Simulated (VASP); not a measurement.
# Au (Fd-3m) in VASP: further runs

Runs on Au. Level: BLYP. Tasks: single point.

All numbers are computed with VASP 6.6.1; they aren't measurements. Logs are shortened: lines on timing, memory, paths and dates and some standing lists are left out, and cuts for length are marked.

### 1 The cell of the first run

It takes space group Fd-3m (No. 227, cubic). Conventional cell: a = 6.045 Å, b = 6.045 Å, c = 6.045 Å, α = 90.00°, β = 90.00°, γ = 90.00°. Within 3.5 Å of Au (site symmetry -43m) lie 4 Au at 2.62 Å.

This isn't the form of Au at room conditions, which is fcc.

### 2 Single point, BLYP (27.61 Å³/atom)

File INCAR:

```
AGGAC = 1.0
AGGAX = 1.0
ALDAC = 0.0
ALDAX = 1.0
ALGO = Normal
EDIFF = 1E-7
ENCUT = 520
GGA = B5
ISIF = 2
ISMEAR = -1
LASPH = True
LCHARG = False
LREAL = False
LWAVE = False
NBANDS = 18
NELM = 60
PREC = Accurate
SIGMA = 0.1
```

File KPOINTS:

```
k-points
0
Gamma
  10 10 10
```

File POSCAR:

```
Au
1.0
    0.0000000000      3.0224908479      3.0224908479
    3.0224908479      0.0000000000      3.0224908479
    3.0224908479      3.0224908479      0.0000000000
Au
2
Direct
    0.1250000000      0.1250000000      0.1250000000
    0.8750000000      0.8750000000      0.8750000000
```

Potentials or basis: VASP PAW PBE potentials, release 64 (Au).

Started as:

```sh
> cat potpaw_PBE.64/Au/POTCAR > POTCAR
> mpirun -np 1 vasp_std > vasp.out
```

OUTCAR:

```text
EDIFF = 1E-7
   ENCUT = 520
   GGA = B5
   ISIF = 2
   ISMEAR = -1
   LASPH = True
   LREAL = False
   NELM = 60
   PREC = Accurate

 ion  position               nearest neighbor table
   1  0.125  0.125  0.125-   2 2.62   2 2.62   2 2.62   2 2.62
   2  0.875  0.875  0.875-   1 2.62   1 2.62   1 2.62   1 2.62

  LATTYP: Found a face centered cubic cell.
 ALAT       =     6.0449816958

  Lattice vectors:

 A1 = (   0.0000000000,   3.0224908479,   3.0224908479)
 A2 = (   3.0224908479,   0.0000000000,   3.0224908479)
 A3 = (   3.0224908479,   3.0224908479,   0.0000000000)

Analysis of symmetry for initial positions (statically):
=====================================================================
 Subroutine PRICEL returns:
 Original cell was already a primitive cell.

 Routine SETGRP: Setting up the symmetry group for a
 face centered cubic supercell.

 Subroutine GETGRP returns: Found 48 space group operations
 (whereof 12 operations were pure point group operations)
 out of a pool of 48 trial point group operations.

The static configuration has the point symmetry D_3d.
 The point group associated with its full space group is O_h .

Analysis of symmetry for dynamics (positions and initial velocities):
=====================================================================
 Subroutine PRICEL returns:
 Original cell was already a primitive cell.

 Routine SETGRP: Setting up the symmetry group for a
 face centered cubic supercell.

 Subroutine GETGRP returns: Found 48 space group operations
 (whereof 12 operations were pure point group operations)
 out of a pool of 48 trial point group operations.

The dynamic configuration has the point symmetry D_3d.
 The point group associated with its full space group is O_h .

 Subroutine INISYM returns: Found 48 space group operations
 (whereof 12 operations are pure point group operations),
 and found     1 'primitive' translations

----------------------------------------------------------------------------------------

                                     Primitive cell

  volume of cell :      55.2236

  direct lattice vectors                    reciprocal lattice vectors
     0.000000000  3.022490848  3.022490848    -0.165426473  0.165426473  0.165426473
     3.022490848  0.000000000  3.022490848     0.165426473 -0.165426473  0.165426473
     3.022490848  3.022490848  0.000000000     0.165426473  0.165426473 -0.165426473

  length of vectors
[... 80 lines left out ...]
   ENCUT  =  520.0 eV  38.22 Ry    6.18 a.u.   7.95  7.95  7.95*2*pi/ulx,y,z
   NELM   =     60;   NELMIN=  2; NELMDL= -5     # of ELM steps
   EDIFF  = 0.1E-06   stopping-criterion for ELM
   LREAL  =      F    real-space projection
   EDIFFG = 0.1E-05   stopping-criterion for IOM
   NSW    =      0    number of steps for IOM
   IBRION =     -1    ionic relax: 0-MD 1-quasi-New 2-CG
   NFREE  =      0    steps in history (QN), initial steepest desc. (CG)
   ISIF   =      2    stress and relaxation
   ISYM   =      2    0-nonsym 1-usesym 2-fastsym
   POTIM  = 0.5000    time-step for ionic-motion
   TEBEG  =    0.0;   TEEND  =   0.0 temperature during run
   PSTRESS=    0.0 pullay stress
   NELECT =      22.0000    total number of electrons
   NUPDOWN=      -1.0000    fix difference up-down
   EMIN   =  10.00;   EMAX   =-10.00  energy-range for DOS
   EFERMI =   0.00;   METHOD = LEGACY
   ISMEAR =    -1;   SIGMA  =   0.10  broadening in eV -4-tet -1-fermi 0-gaus
   EFERMI_NEDOS =   21; number of points for ismear=-14 and -15
   IALGO  =     38    algorithm
   IMIX   =      4    mixing-type and parameters
     AMIX     =   0.40;   BMIX     =  1.00
     AMIX_MAG =   1.60;   BMIX_MAG =  1.00
  volume/ion in A,a.u.               =      27.61       186.33
  Fermi-wavevector in a.u.,A,eV,Ry     =   1.204594  2.276353 19.742692  1.451047
  Thomas-Fermi vector in A             =   2.340315
   LORBIT       =      0    0 simple, 1 ext, 2 COOP (PROOUT), +10 PAW based schemes
   GGA     = B5    functional components
   LHFCALC =     F    Hartree Fock is set to
   AEXX    =    0.0000 exact exchange contribution
   IVDW    =     0    specifies the selected vdW correction
   LEPSILON=     F    determine dielectric tensor
   LRPA    =     F    only Hartree local field effects (RPA)
 non-spin polarized calculation
  energy-cutoff  :      520.00
  volume of cell :       55.22
 maximum number of plane-waves:      1524
   NGX = 15   NGY = 15   NGZ = 15

 number of electron      22.0000004 magnetization

 Free energy of the ion-electron system (eV)
  ---------------------------------------------------
  ext. energy  EPLUGINS =         0.00000000
  ---------------------------------------------------
  free energy    TOTEN  =        -4.05183780 eV

  energy without entropy =       -4.02903508  energy(sigma->0) =       -4.04043644

 E-fermi :   3.7902     XC(G=0):  -9.0847

 val. band max:        3.7311533251   @ k =   0.5000   0.1000   0.0000
 cond. band min:       3.9553116216   @ k =  -0.4000   0.4000   0.0000
 fundamental gap:      0.2241582965
 Fermi energy:         3.7902274247

 k-point     1 :       0.0000    0.0000    0.0000
  band No.  band energies     occupation
      1      -2.4490      2.00000
      2      -0.5285      2.00000
      3      -0.5285      2.00000
      4      -0.4997      2.00000
      5      -0.4997      2.00000
      6      -0.4997      2.00000
[... 481 lines left out ...]
      5       0.2186      2.00000
      6       0.2474      2.00000
[... 10 lines left out ...]
     17      18.6434      0.00000
     18      19.3690      0.00000

 [... further k-points ...]

------------------------ aborting loop because EDIFF is reached ----------------------------------------

  FORCE on cell =-STRESS in cart. coord.  units (eV):
  Direction    XX          YY          ZZ          XY          YZ          ZX
  --------------------------------------------------------------------------------------
  -------------------------------------------------------------------------------------
  Total        2.8142829      2.8142829      2.8142829     -0.0000000     -0.0000000      0.0000000
  in kB       81.6494671     81.6494671     81.6494671     -0.0000000     -0.0000000      0.0000000
  external PRESSURE =      81.6494671 kB  Pullay stress =       0.0000000 kB

 VOLUME and BASIS-vectors are now :
 -----------------------------------------------------------------------------
  energy-cutoff  :      520.00
  volume of cell :       55.22
      direct lattice vectors                 reciprocal lattice vectors
     0.000000000  3.022490848  3.022490848    -0.165426473  0.165426473  0.165426473
     3.022490848  0.000000000  3.022490848     0.165426473 -0.165426473  0.165426473
     3.022490848  3.022490848  0.000000000     0.165426473  0.165426473 -0.165426473

 POSITION                                       TOTAL-FORCE (eV/Angst)
 -----------------------------------------------------------------------------------
      0.75562      0.75562      0.75562        -0.000000      0.000000     -0.000000
      5.28936      5.28936      5.28936         0.000000     -0.000000      0.000000
 -----------------------------------------------------------------------------------
    total drift:                                0.000000      0.000000     -0.000000

  FREE ENERGIE OF THE ION-ELECTRON SYSTEM (eV)
  ---------------------------------------------------
  free  energy   TOTEN  =        -4.0518377985 eV

  energy  without entropy=       -4.0290350788  energy(sigma->0) =       -4.04043644
```

Wall time 97 s (1 thread of Intel Xeon 8259CL, shared host); peak memory 0.19 GiB.

Results:

| Quantity | Value |
| --- | --- |
| Free energy | -4.0518 eV |
| Pressure | 8.2 GPa |
| Band gap on the k mesh | zero (bands 11 and 12 overlap by 0.66 eV) |

Caveat: the cell stands under pressure; the PAW data sets were made with another functional, which shifts forces and pressure a little; spin-orbit coupling is left out, which moves the levels of the heavy elements.

### 3 Single point, BLYP (28.87 Å³/atom)

This run uses another cell than the first one, of 28.87 Å³/atom.

File INCAR:

```
AGGAC    = 1.0          
AGGAX    = 1.0          
ALDAC    = 0.0          
ALDAX    = 1.0          
ALGO     = Normal         # electronic algorithm
EDIFF    = 1E-7           # SCF threshold, eV
ENCUT    = 520            # plane-wave cutoff, eV
GGA      = B5             # functional
ISIF     = 2              # what is computed and relaxed
ISMEAR   = -1             # smearing method
LASPH    = T              # aspherical terms in the spheres
LCHARG   = F              # write CHGCAR
LREAL    = F              # projectors in reciprocal space
LWAVE    = F              # write WAVECAR
NBANDS   = 18             # bands
NELM     = 80             # most SCF steps
PREC     = Accurate       # precision mode
SIGMA    = 0.1            # smearing width, eV
```

KPOINTS is that of step 2.

File POSCAR:

```
Au
1.0
    0.0000000000      3.0676093034      3.0676093034
    3.0676093034      0.0000000000      3.0676093034
    3.0676093034      3.0676093034      0.0000000000
Au
2
Direct
    0.1250000000      0.1250000000      0.1250000000
    0.8750000000      0.8750000000      0.8750000000
```

Potentials or basis: VASP PAW PBE potentials, release 64 (Au).

Started as:

```sh
> cat potpaw_PBE.64/Au/POTCAR > POTCAR
> mpirun -np 1 vasp_std > vasp.out
```

Wall time 1.7 min (1 thread of Intel Xeon 8259CL, shared host); peak memory 0.19 GiB.

Results (log left out):

| Item | Value |
| --- | --- |
| Free energy | -4.1530 eV |
| Pressure | 4.8 GPa |
| Band gap on the k mesh | zero (bands 11 and 12 overlap by 0.65 eV) |

Levels at points of the mesh, in eV from the Fermi level:
| k point | band 8 | band 9 | band 10 | band 11 | band 12 | band 13 | band 14 | band 15 |
| --- | --- | --- | --- | --- | --- | --- | --- | --- |
| (0.00, 0.00, 0.00) | -2.29 | -2.29 | -1.29 | -1.29 | 8.50 | 9.55 | 9.55 | 9.55 |
| (0.50, 0.00, 0.00) | -2.04 | -1.42 | -1.42 | -0.75 | -0.41 | 6.74 | 6.74 | 8.74 |
| (0.50, 0.50, 0.00) | -2.75 | -1.26 | -1.26 | 0.25 | 0.25 | 3.77 | 3.77 | 8.16 |

Caveat: the cell stands under pressure; the PAW data sets were made with another functional, which shifts forces and pressure a little; spin-orbit coupling is left out, which moves the levels of the heavy elements.

### 4 Single point, BLYP (30.12 Å³/atom)

This run uses another cell than the first one, of 30.12 Å³/atom.

File INCAR:

```
SYSTEM = Au
PREC     = Accurate       ! precision mode
ENCUT    = 520            ! plane-wave cutoff, eV
EDIFF    = 1E-6           ! SCF threshold, eV
ISMEAR   = -1             ! smearing method
SIGMA    = 0.1            ! smearing width, eV
LREAL    = .FALSE.        ! projectors in reciprocal space
LASPH    = .TRUE.         ! aspherical terms in the spheres
NELM     = 80             ! most SCF steps
ALGO     = Normal         ! electronic algorithm
ISIF     = 2              ! what is computed and relaxed
LWAVE    = .FALSE.        ! write WAVECAR
LCHARG   = .TRUE.         ! write CHGCAR
GGA      = B5             ! functional
ALDAX    = 1.0          
AGGAX    = 1.0          
AGGAC    = 1.0          
ALDAC    = 0.0          
LELF     = .TRUE.         ! ELF
LVHAR    = .TRUE.       
NBANDS   = 18             ! bands
```

File KPOINTS:

```
regular mesh
0
G
  10 10 10
  0 0 0
```

File POSCAR:

```
Au
1.0
    0.0000000000      3.1114382149      3.1114382149
    3.1114382149      0.0000000000      3.1114382149
    3.1114382149      3.1114382149      0.0000000000
Au
2
Direct
    0.1250000000      0.1250000000      0.1250000000
    0.8750000000      0.8750000000      0.8750000000
```

Potentials or basis: VASP PAW PBE potentials, release 64 (Au).

Started as:

```sh
> cat potpaw_PBE.64/Au/POTCAR > POTCAR
> mpirun -np 1 vasp_std > vasp.out
```

OUTCAR:

```text
SYSTEM = Au
   PREC = Accurate
   ENCUT = 520
   EDIFF = 1E-6
   ISMEAR = -1
   LREAL = .FALSE.
   LASPH = .TRUE.
   NELM = 80
   ISIF = 2
   GGA = B5

 ion  position               nearest neighbor table
   1  0.125  0.125  0.125-   2 2.69   2 2.69   2 2.69   2 2.69
   2  0.875  0.875  0.875-   1 2.69   1 2.69   1 2.69   1 2.69

  LATTYP: Found a face centered cubic cell.
 ALAT       =     6.2228764298

  Lattice vectors:

 A1 = (   0.0000000000,   3.1114382149,   3.1114382149)
 A2 = (   3.1114382149,   0.0000000000,   3.1114382149)
 A3 = (   3.1114382149,   3.1114382149,   0.0000000000)

Analysis of symmetry for initial positions (statically):
=====================================================================
 Subroutine PRICEL returns:
 Original cell was already a primitive cell.

 Routine SETGRP: Setting up the symmetry group for a
 face centered cubic supercell.

 Subroutine GETGRP returns: Found 48 space group operations
 (whereof 12 operations were pure point group operations)
[... 162 lines left out ...]
  free energy    TOTEN  =        -4.20757434 eV

  energy without entropy =       -4.18394361  energy(sigma->0) =       -4.19575898

 E-fermi :   2.9416     XC(G=0):  -8.6644

 val. band max:        2.9179013251   @ k =   0.5000   0.1000   0.0000
 cond. band min:       3.0389489630   @ k =  -0.4000   0.4000   0.0000
 fundamental gap:      0.1210476379
 Fermi energy:         2.9416474079

 k-point     1 :       0.0000    0.0000    0.0000
  band No.  band energies     occupation
      1      -2.7582      2.00000
      2      -0.9552      2.00000
      3      -0.9552      2.00000
      4      -0.9535      2.00000
      5      -0.9535      2.00000
      6      -0.9535      2.00000
[... 481 lines left out ...]
      5      -0.3028      2.00000
      6      -0.2489      2.00000
[... 10 lines left out ...]
     17      17.0318      0.00000
     18      17.8434      0.00000

 [... further k-points ...]

------------------------ aborting loop because EDIFF is reached ----------------------------------------

  FORCE on cell =-STRESS in cart. coord.  units (eV):
  Direction    XX          YY          ZZ          XY          YZ          ZX
  --------------------------------------------------------------------------------------
  -------------------------------------------------------------------------------------
  Total        0.8198696      0.8198696      0.8198696     -0.0000000     -0.0000000      0.0000000
  in kB       21.8042836     21.8042836     21.8042836     -0.0000000     -0.0000000      0.0000000
  external PRESSURE =      21.8042836 kB  Pullay stress =       0.0000000 kB

 VOLUME and BASIS-vectors are now :
 -----------------------------------------------------------------------------
  energy-cutoff  :      520.00
  volume of cell :       60.24
      direct lattice vectors                 reciprocal lattice vectors
     0.000000000  3.111438215  3.111438215    -0.160697390  0.160697390  0.160697390
     3.111438215  0.000000000  3.111438215     0.160697390 -0.160697390  0.160697390
     3.111438215  3.111438215  0.000000000     0.160697390  0.160697390 -0.160697390

 POSITION                                       TOTAL-FORCE (eV/Angst)
 -----------------------------------------------------------------------------------
      0.77786      0.77786      0.77786         0.000000     -0.000000      0.000000
      5.44502      5.44502      5.44502        -0.000000      0.000000     -0.000000
 -----------------------------------------------------------------------------------
    total drift:                               -0.000000      0.000000     -0.000000

  FREE ENERGIE OF THE ION-ELECTRON SYSTEM (eV)
  ---------------------------------------------------
  free  energy   TOTEN  =        -4.2075743421 eV

  energy  without entropy=       -4.1839436116  energy(sigma->0) =       -4.19575898
```

OSZICAR:

```text
N       E                     dE             d eps       ncg     rms          rms(c)
DAV:   1     0.111141951630E+03    0.11114E+03   -0.10668E+04  1692   0.110E+03
DAV:   2    -0.247570780090E+01   -0.11362E+03   -0.10790E+03  1832   0.223E+02
DAV:   3    -0.470569740915E+01   -0.22300E+01   -0.22137E+01  2050   0.310E+01
DAV:   4    -0.472016220885E+01   -0.14465E-01   -0.14462E-01  1900   0.262E+00
DAV:   5    -0.472040736886E+01   -0.24516E-03   -0.24516E-03  1956   0.362E-01    0.746E+00
DAV:   6    -0.422161198638E+01    0.49880E+00   -0.17171E+00  1858   0.966E+00    0.519E+00
DAV:   7    -0.421178310822E+01    0.98289E-02   -0.18134E-02  1834   0.948E-01    0.296E+00
DAV:   8    -0.420755333219E+01    0.42298E-02   -0.15113E-03  1808   0.273E-01    0.444E-02
DAV:   9    -0.420756768377E+01   -0.14352E-04   -0.40229E-05  2010   0.431E-02    0.208E-02
DAV:  10    -0.420757447987E+01   -0.67961E-05   -0.69027E-06  1838   0.207E-02    0.411E-03
DAV:  11    -0.420757434213E+01    0.13774E-06   -0.87044E-08  1048   0.229E-03
   1 F= -.42075743E+01 E0= -.41957590E+01  d E =-.236307E-01
```

stdout:

```text
POSCAR found type information on POSCAR Au
 POSCAR found :  1 types and       2 ions
 scaLAPACK will be used
 -----------------------------------------------------------------------------
|                                                                             |
|                                                                             |
|     You enforced a specific xc type in the INCAR file but a different       |
|     I HOPE YOU KNOW WHAT YOU ARE DOING!                                     |
|                                                                             |
 -----------------------------------------------------------------------------

 LDA part: xc-table for (Slater(with rela. corr.)+VWN5), standard interpolation
 POSCAR, INCAR and KPOINTS ok, starting setup
 FFT: planning ... GRIDC
 FFT: planning ... GRID_SOFT
 FFT: planning ... GRID
 WAVECAR not read
 entering main loop
```

Run time: 2.7 min. Hardware: 1 thread of Intel Xeon 8259CL, shared host; peak memory 0.22 GiB.

What came out:

```
Free energy            : -4.2076 eV
Pressure               : 2.2 GPa
Band gap on the k mesh : zero (bands 11 and 12 overlap by 0.65 eV)
```

Levels at points of the mesh, in eV from the Fermi level:
```csv
k point,band 8,band 9,band 10,band 11,band 12,band 13,band 14,band 15
"(0.00, 0.00, 0.00)",-2.21,-2.21,-1.29,-1.29,8.13,9.26,9.26,9.26
"(0.50, 0.00, 0.00)",-1.99,-1.41,-1.41,-0.62,-0.44,6.59,6.59,8.38
"(0.50, 0.50, 0.00)",-2.64,-1.25,-1.25,0.21,0.21,3.78,3.78,7.98
```

Caveat: the PAW data sets were made with another functional, which shifts forces and pressure a little; spin-orbit coupling is left out, which moves the levels of the heavy elements.

(Continued in part 2 of 2.)

The gap in the log of VASP goes by the Fermi energy; the results here count the filled bands.